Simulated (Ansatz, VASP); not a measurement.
## Ru in VASP and in Ansatz

```
Ru
1.0
     2.11880    0.00000    0.00000
     0.00000    2.11880    0.00000
     0.00000    0.00000    2.11880
Ru
1
Direct
  0.00000 0.00000 0.00000
```

Change from the starting cell: volume scaled by 0.6, LAPW.

Alike in both runs: task single point; functional PBE; k mesh 15 × 15 × 15; occupations fermi-dirac, width 0.1 eV; no spin polarisation.

|  | VASP | Ansatz |
| --- | --- | --- |
| version | VASP 6.6.1 | Ansatz 0.2.0 |
| potentials or method | VASP PAW PBE potentials, release 64 (Ru_pv), cutoff 520 eV | all-electron LAPW, scalar-relativistic |

|  | VASP | Ansatz | Ansatz less VASP |
| --- | --- | --- | --- |
| pressure (GPa) | 370.8 | 361.9 | -8.91 |

Both programs put the cell under a high pressure, so it lies far from rest at this level. Ansatz ran all-electron here, and VASP with PAW potentials.

Noted on VASP's run: the cell as given lies far from equilibrium.
